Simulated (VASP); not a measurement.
Here is a VASP 6.6.1 calculation.

The input INCAR:

```
PREC = Accurate
ENCUT = 520
EDIFF = 1E-6
ISMEAR = 0
SIGMA = 0.05
LREAL = False
LASPH = True
NELM = 100
ALGO = Normal
ISIF = 2
LWAVE = False
LCHARG = False
GGA = PS
NBANDS = 26
```

File KPOINTS:

```
regular mesh
0
Gamma
  8 8 8
```

File POSCAR:

```
LaOs3
1.0
    4.1470735563      0.0000000000      0.0000000000
    0.0000000000      4.1470735563      0.0000000000
    0.0000000000      0.0000000000      4.1470735563
La Os
1 3
Direct
    0.0000000000      0.0000000000      0.0000000000
    0.0000000000      0.5000000000      0.5000000000
    0.5000000000      0.5000000000      0.0000000000
    0.5000000000      0.0000000000      0.5000000000
```

Potentials or basis: VASP PAW PBE potentials, release 64 (La, Os).

Command:

```sh
$ cat potpaw_PBE.64/La/POTCAR potpaw_PBE.64/Os/POTCAR > POTCAR
$ mpirun -np 1 vasp_std > vasp.out
```

Task: Predict the band gap on the k mesh.

Result: Zero (an odd number of electrons rules out a gap without spin polarisation).

Task: Predict the pressure.

Result: -7.6 GPa.

Caveat: the cell stands under tension; the PAW data sets were made with another functional, which shifts forces and pressure a little; spin-orbit coupling is left out, which moves the levels of the heavy elements.
